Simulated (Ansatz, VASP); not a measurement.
**Two plane-wave programs on AlGe6S**

```
Al Ge S
1.0
     0.00000    4.95307    4.95307
     4.95307    0.00000    4.95307
     4.95307    4.95307    0.00000
Al Ge S
1 6 1
Direct
  0.00000 0.00000 0.00000
  0.74682 0.25318 0.25318
  0.25318 0.74682 0.74682
  0.25318 0.74682 0.25318
  0.74682 0.25318 0.74682
  0.25318 0.25318 0.74682
  0.74682 0.74682 0.25318
  0.50000 0.50000 0.50000
```

Alike in both runs: functional PBE; k mesh 8 × 8 × 8; occupations gaussian, width 0.1 eV; no spin polarisation.

Ansatz relaxed the structure, and its values are those at the end. VASP's run is a single point on that final structure, the one shown.

|  | VASP | Ansatz |
| --- | --- | --- |
| version | VASP 6.6.1 | Ansatz 0.2.0 |
| potentials or method | VASP PAW PBE potentials, release 64 (Al, Ge_d, S), cutoff 520 eV | scalar-relativistic, plane waves, PAW |
| valence electrons in the cell | 93 | 93 |

```csv
,VASP,Ansatz,Ansatz less VASP
gap on the k mesh at the Fermi level (eV),none,none,-
pressure (GPa),0.0,0.0,0.00
rms of the force components (eV/Å),0.004,0.000,-0.0034
```

A gap of «none» marks a metal or a gap that the smearing closes. With one functional, cell and mesh, what is left measures potentials, basis and numerics.
